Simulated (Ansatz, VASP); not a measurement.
# Ga: VASP beside Ansatz

The input INCAR:

```
SYSTEM = Ga
ALGO     = Normal         ! electronic algorithm
EDIFF    = 1E-8           ! SCF threshold, eV
ENCUT    = 520            ! plane-wave cutoff, eV
GGA      = CA             ! functional
ISIF     = 2              ! what is computed and relaxed
ISMEAR   = -1             ! smearing method
LASPH    = .TRUE.         ! aspherical terms in the spheres
LCHARG   = .FALSE.        ! write CHGCAR
LEFG     = .TRUE.       
LREAL    = .FALSE.        ! projectors in reciprocal space
LWAVE    = .FALSE.        ! write WAVECAR
NBANDS   = 20             ! bands
NELM     = 100            ! most SCF steps
PREC     = Accurate       ! precision mode
SIGMA    = 0.08           ! smearing width, eV
```

Contents of KPOINTS:

```
k-points
0
G
  12 12 10
  0 0 0
```

The input POSCAR:

```
Ga
1.0
    1.4500000000     -4.0650000000      0.0000000000
    1.4500000000      4.0650000000      0.0000000000
    0.0000000000      0.0000000000      3.2651000000
Ga
2
Direct
    0.8670000000      0.1330000000      0.2500000000
    0.1330000000      0.8670000000      0.7500000000
```

Input for Ansatz:

```yaml
crystal:
  lattice:
    - [1.45, -4.065, 0.0]
    - [1.45, 4.065, 0.0]
    - [0.0, 0.0, 3.2651]
  atoms:
    - { symbol: Ga, position: [0.867, 0.133, 0.25] }
    - { symbol: Ga, position: [0.133, 0.867, 0.75] }
kpoints:
  mp_grid: { grid: [12, 12, 10] }
scf:
  occupations: { method: fermi_dirac, width: 0.08 }
hamiltonian:
  xc: lda
  pseudopotentials: { kind: all_electron, datasets: crystal }
output:
  forces: true
  stress: true
  eigenvalues: true
  efg: { contact_densities: true }
```

Change from the starting cell: zz strain of +3 %, crystal datasets.

Alike in both runs: task electric field gradients; functional LDA; k mesh 12 × 12 × 10; occupations fermi-dirac, width 0.08 eV; no spin polarisation.

```csv
,VASP,Ansatz
version,VASP 6.6.1,Ansatz 0.2.0
potentials or method,"VASP PAW LDA potentials, release 64 (Ga_d), cutoff 520 eV","all-electron PAW with datasets made for the crystal, scalar-relativistic"
```

```csv
,VASP,Ansatz,Ansatz less VASP
pressure (GPa),-5.1,-5.1,-0.02
"traceless stress, the component that is largest in VASP (GPa)",-1.69,-1.69,-0.003
rms of the force components (eV/Å),0.088,0.086,-0.0020
size of Vzz on the site where it differs most (V/Å²),25.4,26.1,+0.74
```

LDA's correlation is that of Perdew and Zunger in VASP and of Perdew and Wang (1992) in Ansatz. Atom by atom the forces differ by 0.002 eV/Å (rms over components). Ansatz ran all-electron here, and VASP with PAW potentials. Ansatz's warnings: printed levels off.
